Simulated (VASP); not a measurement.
The system is CdSe.

```
Cd Se
1.0
     4.30000    0.00000    0.00000
    -2.15000    3.72391    0.00000
     0.00000    0.00000    7.02000
Cd Se
2 2
Direct
  0.33333 0.66667 0.00000
  0.66667 0.33333 0.50000
  0.33333 0.66667 0.38500
  0.66667 0.33333 0.88500
```

| Quantity | Value |
| --- | --- |
| Program | VASP 6.6.1 |
| Task | relaxation of cell and atoms |
| Functional | PBE |
| Potentials or basis | VASP PAW PBE potentials, release 64 (Cd, Se) |
| Cutoff | 600 eV |
| k mesh | 6 × 6 × 4 |
| Occupations | gaussian, width 0.05 eV |
| Spin | no spin polarisation |

At the start: pressure 3.3 GPa; volume 28.10 Å³/atom.

Q: Where does the relaxation end?

A: Over 9 steps the energy falls by 22.0 meV/atom and the volume is 29.90 Å³/atom (+6.4 %); space group P6_3mc (No. 186, to 0.1 Å) before and after.

The path:
| step | energy change (eV) | largest force (eV/Å) | pressure (GPa) | volume (Å³) |
| --- | --- | --- | --- | --- |
| 1 | 0.0000 | 0.2922 | 3.29 | 112.41 |
| 2 | -0.0778 | 0.0480 | -0.87 | 122.06 |
| 3 | -0.0840 | 0.0919 | -0.09 | 119.82 |
| 4 | -0.0840 | 0.0950 | -0.01 | 119.67 |
| 5 | -0.0853 | 0.0644 | 0.04 | 119.50 |
| 6 | -0.0862 | 0.0143 | 0.14 | 119.24 |
| 7 | -0.0872 | 0.0097 | 0.02 | 119.54 |
| 8 | -0.0878 | 0.0024 | -0.14 | 119.98 |
| 9 | -0.0881 | 0.0069 | 0.02 | 119.59 |

Final structure:
```yaml
crystal:
  lattice:
    - [4.39021, 0.00000, 0.00000]
    - [-2.19510, 3.80203, 0.00000]
    - [0.00000, 0.00000, 7.16477]
  atoms:
    - { symbol: Cd, position: [0.33333, 0.66667, 0.00451] }
    - { symbol: Cd, position: [0.66667, 0.33333, 0.50451] }
    - { symbol: Se, position: [0.33333, 0.66667, 0.38049] }
    - { symbol: Se, position: [0.66667, 0.33333, 0.88049] }
```
